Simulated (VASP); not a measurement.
# InP (F-43m) in VASP: single point with PBEsol

Aim: the single point of InP with PBEsol.

Program: VASP 6.6.1. These are calculated values, not measurements. Logs are shortened: lines on timing, memory, paths and dates and some standing lists are left out, and cuts for length are marked.

### 1 The cell of the first run

It takes space group F-43m (No. 216, cubic). Conventional cell: a = 5.879 Å, b = 5.879 Å, c = 5.879 Å, α = 90.00°, β = 90.00°, γ = 90.00°. Within 3.4 Å of In (site symmetry -43m) lie 4 P at 2.55 Å. Within 3.4 Å of P (site symmetry -43m) lie 4 In at 2.55 Å.

### 2 Single point, PBEsol, non-collinear spin, zero start, spin-orbit coupling

Input file INCAR:

```
ALGO = Normal
EDIFF = 1E-6
ENCUT = 500
GGA = PS
GGA_COMPAT = F
ISIF = 2
ISMEAR = -1
LASPH = T
LCHARG = F
LORBIT = 11
LORBMOM = T
LREAL = F
LSORBIT = T
LWAVE = F
MAGMOM = 0 0 0 0 0 0
NBANDS = 30
NELM = 200
PREC = Accurate
SIGMA = 0.01
```

Input file KPOINTS:

```
k-points
0
Gamma
  8 8 8
```

Input file POSCAR:

```
InP
1.0
    2.9392821591      2.9392821591      0.0000000000
   -2.9392821591      2.9392821591      0.0000000000
    0.0000000000      2.9392821591      2.9392821591
In P
1 1
Direct
    0.0000000000      0.0000000000      0.0000000000
    0.7500000000      0.2500000000      0.5000000000
```

Potentials or basis: VASP PAW PBE potentials, release 64 (In_d, P).

The run is started by

```
cat potpaw_PBE.64/In_d/POTCAR potpaw_PBE.64/P/POTCAR > POTCAR
mpirun -np 1 vasp_ncl > vasp.out
```

OUTCAR:

```text
EDIFF = 1E-6
   ENCUT = 500
   GGA = PS
   ISIF = 2
   ISMEAR = -1
   LASPH = T
   LORBIT = 11
   LREAL = F
   LSORBIT = T
   NELM = 200
   PREC = Accurate

 ion  position               nearest neighbor table
   1  0.000  0.000  0.000-   2 2.55   2 2.55   2 2.55   2 2.55
   2  0.750  0.250  0.500-   1 2.55   1 2.55   1 2.55   1 2.55

  LATTYP: Found a face centered cubic cell.
 ALAT       =     5.8785643182

  Lattice vectors:

 A1 = (   0.0000000000,   2.9392821591,   2.9392821591)
 A2 = (   2.9392821591,   0.0000000000,   2.9392821591)
 A3 = (   2.9392821591,   2.9392821591,   0.0000000000)

Analysis of symmetry for initial positions (statically):
=====================================================================
 Subroutine PRICEL returns:
 Original cell was already a primitive cell.

 Routine SETGRP: Setting up the symmetry group for a
 face centered cubic supercell.

 Subroutine GETGRP returns: Found 24 space group operations
 (whereof 24 operations were pure point group operations)
 out of a pool of 48 trial point group operations.

The static configuration has the point symmetry T_d .

Analysis of symmetry for dynamics (positions and initial velocities):
=====================================================================
 Subroutine PRICEL returns:
 Original cell was already a primitive cell.

 Routine SETGRP: Setting up the symmetry group for a
 face centered cubic supercell.

 Subroutine GETGRP returns: Found 24 space group operations
 (whereof 24 operations were pure point group operations)
 out of a pool of 48 trial point group operations.

The dynamic configuration has the point symmetry T_d .

Analysis of structural, dynamic, and magnetic symmetry:
=====================================================================
 Subroutine PRICEL returns:
 Original cell was already a primitive cell.

 Routine SETGRP: Setting up the symmetry group for a
 face centered cubic supercell.

 Subroutine GETGRP returns: Found 24 space group operations
 (whereof 24 operations were pure point group operations)
 out of a pool of 48 trial point group operations.

The overall configuration has the point symmetry T_d .

 Subroutine INISYM returns: Found 24 space group operations
 (whereof 24 operations are pure point group operations),
 and found     1 'primitive' translations

----------------------------------------------------------------------------------------

                                     Primitive cell

  volume of cell :      50.7871

  direct lattice vectors                    reciprocal lattice vectors
     2.939282159  2.939282159  0.000000000     0.170109562  0.170109562 -0.170109562
    -2.939282159  2.939282159  0.000000000    -0.170109562  0.170109562 -0.170109562
     0.000000000  2.939282159  2.939282159     0.000000000  0.000000000  0.340219124

  length of vectors
     4.156772693  4.156772693  4.156772693     0.294638404  0.294638404  0.340219124

  position of ions in fractional coordinates (direct lattice)
     0.000000000  0.000000000  0.000000000
     0.750000000  0.250000000  0.500000000

  ion indices of the primitive-cell ions
   primitive index   ion index
                 1           1
                 2           2

----------------------------------------------------------------------------------------

 KPOINTS: k-points

Automatic generation of k-mesh.
 Grid dimensions read from file:
 generate k-points for:    8    8    8

 Generating k-lattice:

  Cartesian coordinates                     Fractional coordinates (reciprocal lattice)
     0.021263695  0.021263695 -0.021263695     0.125000000  0.000000000  0.000000000
    -0.021263695  0.021263695 -0.021263695     0.000000000  0.125000000  0.000000000
     0.000000000  0.000000000  0.042527390     0.000000000  0.000000000  0.125000000

  Length of vectors
     0.036829800  0.036829800  0.042527390

  Shift w.r.t. Gamma in fractional coordinates (k-lattice)
     0.000000000  0.000000000  0.000000000

 Subroutine IBZKPT returns following result:
 ===========================================

 Found     43 irreducible k-points:

 Following reciprocal coordinates:
            Coordinates               Weight
  0.000000  0.000000  0.000000      1.000000
  0.125000  0.000000  0.000000      4.000000
 -0.125000  0.000000  0.000000      4.000000
  0.250000  0.000000  0.000000      4.000000
 -0.250000  0.000000  0.000000      4.000000
  0.375000  0.000000  0.000000      4.000000
[... 16 lines left out ...]
 -0.375000 -0.250000  0.000000     12.000000
  0.500000  0.250000  0.000000     12.000000
[... 22 lines left out ...]
   NSW    =      0    number of steps for IOM
   IBRION =     -1    ionic relax: 0-MD 1-quasi-New 2-CG
   NFREE  =      0    steps in history (QN), initial steepest desc. (CG)
   ISIF   =      2    stress and relaxation
   ISYM   =      2    0-nonsym 1-usesym 2-fastsym
   POTIM  = 0.5000    time-step for ionic-motion
   TEBEG  =    0.0;   TEEND  =   0.0 temperature during run
   PSTRESS=    0.0 pullay stress
   NELECT =      18.0000    total number of electrons
   NUPDOWN=      -1.0000    fix difference up-down
   EMIN   =  10.00;   EMAX   =-10.00  energy-range for DOS
   EFERMI =   0.00;   METHOD = LEGACY
   ISMEAR =    -1;   SIGMA  =   0.01  broadening in eV -4-tet -1-fermi 0-gaus
   EFERMI_NEDOS =   21; number of points for ismear=-14 and -15
   IALGO  =     38    algorithm
   IMIX   =      4    mixing-type and parameters
     AMIX     =   0.40;   BMIX     =  1.00
     AMIX_MAG =   1.60;   BMIX_MAG =  1.00
  volume/ion in A,a.u.               =      25.39       171.36
  Fermi-wavevector in a.u.,A,eV,Ry     =   1.158549  2.189340 18.262225  1.342236
  Thomas-Fermi vector in A             =   2.295150
   LORBIT       =     11    0 simple, 1 ext, 2 COOP (PROOUT), +10 PAW based schemes
   GGA     = PS    functional components
   LHFCALC =     F    Hartree Fock is set to
   AEXX    =    0.0000 exact exchange contribution
   IVDW    =     0    specifies the selected vdW correction
   LEPSILON=     F    determine dielectric tensor
   LRPA    =     F    only Hartree local field effects (RPA)
  energy-cutoff  :      500.00
  volume of cell :       50.79
 maximum number of plane-waves:      2616
   NGX = 15   NGY = 15   NGZ = 15

 number of electron      18.0000000 magnetization       0.0000000      0.0000000      0.0000000

 number of electron      18.0000005 magnetization       0.0000000      0.0000000     -0.0000000

 number of electron      18.0000005 magnetization       0.0000000     -0.0000000     -0.0000000

 Free energy of the ion-electron system (eV)
  ---------------------------------------------------
  ext. energy  EPLUGINS =         0.00000000
  ---------------------------------------------------
  free energy    TOTEN  =        -9.19106335 eV

  energy without entropy =       -9.19106335  energy(sigma->0) =       -9.19106335

 E-fermi :   5.2616     XC(G=0):  -9.4391

 val. band max:        5.0235152420   @ k =   0.0000   0.0000   0.0000
 cond. band min:       5.5607448009   @ k =   0.0000   0.0000   0.0000
 fundamental gap:      0.5372295588
 Fermi energy:         5.2615536866

 k-point     1 :       0.0000    0.0000    0.0000
  band No.  band energies     occupation
      1      -9.5856      1.00000
      2      -9.5856      1.00000
      3      -9.5856      1.00000
      4      -9.5856      1.00000
      5      -8.8064      1.00000
      6      -8.8064      1.00000
[... 781 lines left out ...]
     29      15.7077      0.00000
     30      15.7222      0.00000

 [... further k-points ...]

------------------------ aborting loop because EDIFF is reached ----------------------------------------

  FORCE on cell =-STRESS in cart. coord.  units (eV):
  Direction    XX          YY          ZZ          XY          YZ          ZX
  --------------------------------------------------------------------------------------
  -------------------------------------------------------------------------------------
  Total       -0.0219788     -0.0219788     -0.0219788     -0.0000000     -0.0000000     -0.0000000
  in kB       -0.6933634     -0.6933634     -0.6933634     -0.0000000     -0.0000000     -0.0000000
  external PRESSURE =      -0.6933634 kB  Pullay stress =       0.0000000 kB

 VOLUME and BASIS-vectors are now :
 -----------------------------------------------------------------------------
  energy-cutoff  :      500.00
  volume of cell :       50.79
      direct lattice vectors                 reciprocal lattice vectors
     2.939282159  2.939282159  0.000000000     0.170109562  0.170109562 -0.170109562
    -2.939282159  2.939282159  0.000000000    -0.170109562  0.170109562 -0.170109562
     0.000000000  2.939282159  2.939282159     0.000000000  0.000000000  0.340219124

 POSITION                                       TOTAL-FORCE (eV/Angst)
 -----------------------------------------------------------------------------------
      0.00000      0.00000      0.00000         0.000000     -0.000000      0.000000
      1.46964      4.40892      1.46964        -0.000000      0.000000      0.000000
 -----------------------------------------------------------------------------------
    total drift:                               -0.000000      0.000000     -0.000000

  FREE ENERGIE OF THE ION-ELECTRON SYSTEM (eV)
  ---------------------------------------------------
  free  energy   TOTEN  =        -9.1910633496 eV

  energy  without entropy=       -9.1910633496  energy(sigma->0) =       -9.19106335

 orbital moment (x)

 # of ion     p       d       tot
 ----------------------------------------
  1         0.000  -0.000   0.000
  2        -0.000   0.000  -0.000
 ----------------------------------------
            0.000  -0.000   0.000

 orbital moment (y)

 # of ion     p       d       tot
 ----------------------------------------
  1         0.000  -0.000   0.000
  2        -0.000   0.000  -0.000
 ----------------------------------------
            0.000  -0.000   0.000

 orbital moment (z)

 # of ion     p       d       tot
 ----------------------------------------
  1         0.000   0.000   0.000
  2         0.000   0.000   0.000
 ----------------------------------------
            0.000   0.000   0.000

 Spin-Orbit-Coupling matrix elements

 Ion:    1  E_soc:     -0.0720084
 l=   1
     0.0000000    -0.0054632    -0.0054632
    -0.0054632     0.0000000    -0.0054632
    -0.0054632    -0.0054632     0.0000000
 l=   2
     0.0000000    -0.0013383     0.0000000    -0.0013383    -0.0052000
    -0.0013383     0.0000000    -0.0039000    -0.0013383    -0.0013000
     0.0000000    -0.0039000     0.0000000    -0.0039000     0.0000000
    -0.0013383    -0.0013383    -0.0039000     0.0000000    -0.0013000
    -0.0052000    -0.0013000     0.0000000    -0.0013000     0.0000000
 l=   3
     0.0000000     0.0000000     0.0000000     0.0000000     0.0000000     0.0000000     0.0000000
     0.0000000     0.0000000     0.0000000     0.0000000     0.0000000     0.0000000     0.0000000
     0.0000000     0.0000000     0.0000000     0.0000000     0.0000000     0.0000000     0.0000000
     0.0000000     0.0000000     0.0000000     0.0000000     0.0000000     0.0000000     0.0000000
     0.0000000     0.0000000     0.0000000     0.0000000     0.0000000     0.0000000     0.0000000
     0.0000000     0.0000000     0.0000000     0.0000000     0.0000000     0.0000000     0.0000000
     0.0000000     0.0000000     0.0000000     0.0000000     0.0000000     0.0000000     0.0000000

 Ion:    2  E_soc:     -0.0011183
 l=   1
     0.0000000    -0.0001864    -0.0001864
    -0.0001864     0.0000000    -0.0001864
    -0.0001864    -0.0001864     0.0000000
 l=   2
     0.0000000     0.0000000     0.0000000     0.0000000     0.0000000
     0.0000000     0.0000000     0.0000000     0.0000000     0.0000000
     0.0000000     0.0000000     0.0000000     0.0000000     0.0000000
     0.0000000     0.0000000     0.0000000     0.0000000     0.0000000
     0.0000000     0.0000000     0.0000000     0.0000000     0.0000000
 l=   3
     0.0000000     0.0000000     0.0000000     0.0000000     0.0000000     0.0000000     0.0000000
     0.0000000     0.0000000     0.0000000     0.0000000     0.0000000     0.0000000     0.0000000
     0.0000000     0.0000000     0.0000000     0.0000000     0.0000000     0.0000000     0.0000000
     0.0000000     0.0000000     0.0000000     0.0000000     0.0000000     0.0000000     0.0000000
     0.0000000     0.0000000     0.0000000     0.0000000     0.0000000     0.0000000     0.0000000
     0.0000000     0.0000000     0.0000000     0.0000000     0.0000000     0.0000000     0.0000000
     0.0000000     0.0000000     0.0000000     0.0000000     0.0000000     0.0000000     0.0000000

 total charge

# of ion       s       p       d       tot
------------------------------------------
    1        0.829   0.767   9.899  11.495
    2        1.029   1.473   0.000   2.501
--------------------------------------------------
tot          1.857   2.240   9.899  13.997

 magnetization (x)

# of ion       s       p       d       tot
------------------------------------------
    1       -0.000   0.000   0.000  -0.000
    2       -0.000  -0.000   0.000  -0.000
--------------------------------------------------
tot         -0.000  -0.000   0.000  -0.000

 magnetization (y)

# of ion       s       p       d       tot
------------------------------------------
    1       -0.000   0.000   0.000  -0.000
    2        0.000   0.000   0.000   0.000
--------------------------------------------------
tot          0.000   0.000   0.000   0.000

 magnetization (z)

# of ion       s       p       d       tot
------------------------------------------
    1       -0.000  -0.000  -0.000  -0.000
    2        0.000  -0.000   0.000  -0.000
--------------------------------------------------
tot          0.000  -0.000  -0.000  -0.000
```

Run time: 2 min. Hardware: 1 thread of AMD EPYC 7R43 (Zen 3), shared host; peak memory 0.28 GiB.

What came out:

| Quantity | Value |
| --- | --- |
| Free energy | -9.1911 eV |
| Pressure | -0.1 GPa |
| Net moment | 0.00 μB per cell |
| Valence electrons inside the program's atomic spheres | In 11.49; P 2.50 |

Moments on the atoms (μB; x, y, z):
```
In  0.00 0.00 0.00
P   0.00 0.00 0.00
```

Caveat: the PAW data sets were made with another functional, which shifts forces and pressure a little.
